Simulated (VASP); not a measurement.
# Ir (Fm-3m) in VASP: a series of runs, part 2 of 3

VASP 6.6.1. Earlier steps stand in the parts before.

**4. Single point, r2SCAN**

Input file POSCAR:

```
Ir
1.0
    0.0000000000      1.9228496764      1.9228496764
    1.9228496764      0.0000000000      1.9228496764
    1.9228496764      1.9228496764      0.0000000000
Ir
1
Direct
    0.0000000000      0.0000000000      0.0000000000
```

Input file INCAR.step1:

```
PREC = Accurate
ENCUT = 520
ISMEAR = 1
SIGMA = 0.1
LREAL = False
LASPH = True
NELM = 80
NBANDS = 10
GGA = PE
ALGO = Normal
EDIFF = 1E-4
LWAVE = True
LCHARG = False
```

Input file INCAR.step2:

```
PREC = Accurate
ENCUT = 520
EDIFF = 1E-6
ISMEAR = 1
SIGMA = 0.1
LREAL = False
LASPH = True
NELM = 80
ALGO = Normal
ISIF = 2
LWAVE = False
LCHARG = False
METAGGA = R2SCAN
LMIXTAU = True
NBANDS = 10
ISTART = 1
```

Input file KPOINTS:

```
regular mesh
0
Gamma
  14 14 14
```

Potentials or basis: VASP PAW PBE potentials, release 64 (Ir).

On the command line:

```console
$ cat potpaw_PBE.64/Ir/POTCAR > POTCAR
$ cp INCAR.step1 INCAR
$ mpirun -np 1 vasp_std > vasp.out
$ cp INCAR.step2 INCAR
$ mpirun -np 1 vasp_std > vasp.out
```

OUTCAR:

```text
PREC = Accurate
   ENCUT = 520
   EDIFF = 1E-6
   ISMEAR = 1
   LREAL = False
   LASPH = True
   NELM = 80
   ISIF = 2
   METAGGA = R2SCAN
   ISTART = 1

 ion  position               nearest neighbor table
   1  0.000  0.000  0.000-

  LATTYP: Found a face centered cubic cell.
 ALAT       =     3.8456993528

  Lattice vectors:

 A1 = (   0.0000000000,   1.9228496764,   1.9228496764)
 A2 = (   1.9228496764,   0.0000000000,   1.9228496764)
 A3 = (   1.9228496764,   1.9228496764,   0.0000000000)

Analysis of symmetry for initial positions (statically):
=====================================================================
 Subroutine PRICEL returns:
 Original cell was already a primitive cell.

 Routine SETGRP: Setting up the symmetry group for a
 face centered cubic supercell.

 Subroutine GETGRP returns: Found 48 space group operations
 (whereof 48 operations were pure point group operations)
 out of a pool of 48 trial point group operations.

The static configuration has the point symmetry O_h .

Analysis of symmetry for dynamics (positions and initial velocities):
=====================================================================
 Subroutine PRICEL returns:
 Original cell was already a primitive cell.

 Routine SETGRP: Setting up the symmetry group for a
 face centered cubic supercell.

 Subroutine GETGRP returns: Found 48 space group operations
 (whereof 48 operations were pure point group operations)
 out of a pool of 48 trial point group operations.

The dynamic configuration has the point symmetry O_h .

 Subroutine INISYM returns: Found 48 space group operations
 (whereof 48 operations are pure point group operations),
 and found     1 'primitive' translations

----------------------------------------------------------------------------------------

                                     Primitive cell

  volume of cell :      14.2189

  direct lattice vectors                    reciprocal lattice vectors
     0.000000000  1.922849676  1.922849676    -0.260030727  0.260030727  0.260030727
     1.922849676  0.000000000  1.922849676     0.260030727 -0.260030727  0.260030727
     1.922849676  1.922849676  0.000000000     0.260030727  0.260030727 -0.260030727

  length of vectors
     2.719320091  2.719320091  2.719320091     0.450386431  0.450386431  0.450386431

  position of ions in fractional coordinates (direct lattice)
     0.000000000  0.000000000  0.000000000

  ion indices of the primitive-cell ions
   primitive index   ion index
                 1           1

----------------------------------------------------------------------------------------

 KPOINTS: regular mesh

Automatic generation of k-mesh.
 Grid dimensions read from file:
 generate k-points for:   14   14   14

 Generating k-lattice:

  Cartesian coordinates                     Fractional coordinates (reciprocal lattice)
    -0.018573623  0.018573623  0.018573623     0.071428571  0.000000000  0.000000000
     0.018573623 -0.018573623  0.018573623     0.000000000  0.071428571  0.000000000
     0.018573623  0.018573623 -0.018573623     0.000000000  0.000000000  0.071428571

  Length of vectors
     0.032170459  0.032170459  0.032170459

  Shift w.r.t. Gamma in fractional coordinates (k-lattice)
     0.000000000  0.000000000  0.000000000

 Subroutine IBZKPT returns following result:
 ===========================================

 Found    104 irreducible k-points:

 Following reciprocal coordinates:
            Coordinates               Weight
  0.000000  0.000000  0.000000      1.000000
  0.071429  0.000000  0.000000      8.000000
  0.142857  0.000000  0.000000      8.000000
  0.214286  0.000000  0.000000      8.000000
  0.285714  0.000000  0.000000      8.000000
  0.357143  0.000000  0.000000      8.000000
[... 16 lines left out ...]
  0.214286  0.142857  0.000000     24.000000
  0.285714  0.142857  0.000000     24.000000
 [... further k-points ...]
   k-points           NKPTS =    104   k-points in BZ     NKDIM =    104   number of bands    NBANDS=     10
   number of dos      NEDOS =    301   number of ions     NIONS =      1
   total plane-waves  NPLWV =   8000
   dimension x,y,z NGX =    20 NGY =   20 NGZ =   20
   dimension x,y,z NGXF=    40 NGYF=   40 NGZF=   40
   ions per type =               1
   NGX,Y,Z   is equivalent  to a cutoff of  12.23, 12.23, 12.23 a.u.
   NGXF,Y,Z  is equivalent  to a cutoff of  24.45, 24.45, 24.45 a.u.
 SYSTEM =  unknown system
   PREC   = accura    normal or accurate (medium, high low for compatibility)
   ISTART =      1    job   : 0-new  1-cont  2-samecut
   ICHARG =      0    charge: 1-file 2-atom 10-const
   ISPIN  =      1    spin polarized calculation?
   LNONCOLLINEAR =      F non collinear calculations
   LSORBIT =      F    spin-orbit coupling
   LASPH  =      T    aspherical Exc in radial PAW
   ENCUT  =  520.0 eV  38.22 Ry    6.18 a.u.   5.06  5.06  5.06*2*pi/ulx,y,z
   NELM   =     80;   NELMIN=  2; NELMDL=  0     # of ELM steps
   EDIFF  = 0.1E-05   stopping-criterion for ELM
   LREAL  =      F    real-space projection
   EDIFFG = 0.1E-04   stopping-criterion for IOM
   NSW    =      0    number of steps for IOM
   IBRION =     -1    ionic relax: 0-MD 1-quasi-New 2-CG
   NFREE  =      0    steps in history (QN), initial steepest desc. (CG)
   ISIF   =      2    stress and relaxation
   ISYM   =      2    0-nonsym 1-usesym 2-fastsym
   POTIM  = 0.5000    time-step for ionic-motion
   TEBEG  =    0.0;   TEEND  =   0.0 temperature during run
   PSTRESS=    0.0 pullay stress
   NELECT =       9.0000    total number of electrons
   NUPDOWN=      -1.0000    fix difference up-down
   EMIN   =  10.00;   EMAX   =-10.00  energy-range for DOS
   EFERMI =   0.00;   METHOD = LEGACY
   ISMEAR =     1;   SIGMA  =   0.10  broadening in eV -4-tet -1-fermi 0-gaus
   EFERMI_NEDOS =   21; number of points for ismear=-14 and -15
   IALGO  =     38    algorithm
   IMIX   =      4    mixing-type and parameters
     AMIX     =   0.40;   BMIX     =  1.00
     AMIX_MAG =   1.60;   BMIX_MAG =  1.00
  volume/ion in A,a.u.               =      14.22        95.95
  Fermi-wavevector in a.u.,A,eV,Ry     =   1.405617  2.656231 26.881835  1.975759
  Thomas-Fermi vector in A             =   2.528060
   LORBIT       =      0    0 simple, 1 ext, 2 COOP (PROOUT), +10 PAW based schemes
   METAGGA = R2SCAN    functional components
   LHFCALC =     F    Hartree Fock is set to
   AEXX    =    0.0000 exact exchange contribution
   IVDW    =     0    specifies the selected vdW correction
   LEPSILON=     F    determine dielectric tensor
   LRPA    =     F    only Hartree local field effects (RPA)
 non-spin polarized calculation
 Methfessel and Paxton  Order N= 1 SIGMA  =   0.10
  energy-cutoff  :      520.00
  volume of cell :       14.22
 maximum number of plane-waves:       393
   NGX = 11   NGY = 11   NGZ = 11

 number of electron       9.0000000 magnetization

 Free energy of the ion-electron system (eV)
  ---------------------------------------------------
  ext. energy  EPLUGINS =         0.00000000
  ---------------------------------------------------
  free energy    TOTEN  =       -52.35486877 eV

  energy without entropy =      -52.35391064  energy(sigma->0) =      -52.35454939

 E-fermi :   9.9833     XC(G=0): -15.2930

 val. band max:        9.9815171118   @ k =   0.4286   0.2857   0.0714
 cond. band min:      10.0187950941   @ k =   0.5000   0.4286   0.0000
 fundamental gap:      0.0372779823
 Fermi energy:         9.9832630858

 k-point     1 :       0.0000    0.0000    0.0000
  band No.  band energies     occupation
      1      -1.3841      2.00000
      2       6.1200      2.00000
      3       6.1200      2.00000
      4       6.1200      2.00000
      5       8.8075      2.00000
      6       8.8075      2.00000
      7      25.1998      0.00000
      8      31.0362      0.00000
      9      31.0362      0.00000
     10      31.0362      0.00000
[... 287 lines left out ...]
 k-point    24 :       0.2857    0.1429    0.0000
  band No.  band energies     occupation
      1       1.4707      2.00000
      2       4.7160      2.00000
      3       6.4616      2.00000
      4       7.2557      2.00000
      5       8.6359      2.00000
      6       9.8022      2.02803
      7      25.8087      0.00000
      8      28.7444      0.00000
      9      30.9411      0.00000
     10      32.0699      0.00000

 [... further k-points ...]

------------------------ aborting loop because EDIFF is reached ----------------------------------------

  FORCE on cell =-STRESS in cart. coord.  units (eV):
  Direction    XX          YY          ZZ          XY          YZ          ZX
  --------------------------------------------------------------------------------------
  -------------------------------------------------------------------------------------
  Total        0.1987345      0.1987345      0.1987345      0.0000000     -0.0000000      0.0000000
  in kB       22.3932901     22.3932901     22.3932901      0.0000000     -0.0000000      0.0000000
  external PRESSURE =      22.3932901 kB  Pullay stress =       0.0000000 kB

 VOLUME and BASIS-vectors are now :
 -----------------------------------------------------------------------------
  energy-cutoff  :      520.00
  volume of cell :       14.22
      direct lattice vectors                 reciprocal lattice vectors
     0.000000000  1.922849676  1.922849676    -0.260030727  0.260030727  0.260030727
     1.922849676  0.000000000  1.922849676     0.260030727 -0.260030727  0.260030727
     1.922849676  1.922849676  0.000000000     0.260030727  0.260030727 -0.260030727

 POSITION                                       TOTAL-FORCE (eV/Angst)
 -----------------------------------------------------------------------------------
      0.00000      0.00000      0.00000         0.000000      0.000000      0.000000
 -----------------------------------------------------------------------------------
    total drift:                                0.000000      0.000000     -0.000000

  FREE ENERGIE OF THE ION-ELECTRON SYSTEM (eV)
  ---------------------------------------------------
  free  energy   TOTEN  =       -52.3548687675 eV

  energy  without entropy=      -52.3539106396  energy(sigma->0) =      -52.35454939
```

OUTCAR.step1:

```text
PREC = Accurate
   ENCUT = 520
   ISMEAR = 1
   LREAL = False
   LASPH = True
   NELM = 80
[... 526 lines left out ...]

 POSITION                                       TOTAL-FORCE (eV/Angst)
 -----------------------------------------------------------------------------------
      0.00000      0.00000      0.00000         0.000000      0.000000      0.000000
 -----------------------------------------------------------------------------------
    total drift:                                0.000000     -0.000000     -0.000000

  FREE ENERGIE OF THE ION-ELECTRON SYSTEM (eV)
  ---------------------------------------------------
  free  energy   TOTEN  =        -8.8318708772 eV

  energy  without entropy=       -8.8303353776  energy(sigma->0) =       -8.83135904
```

Run time: 22 s. Hardware: 1 thread of Intel Xeon 6975P-C (Granite Rapids), shared host; peak memory 0.13 GiB.

Results:

| Quantity | Value |
| --- | --- |
| Free energy | -52.3549 eV |
| Pressure | 2.2 GPa |

Caveat: the PAW data sets were made with another functional, which shifts forces and pressure a little; spin-orbit coupling is left out, which moves the levels of the heavy elements.

[end of part 2 of 3]
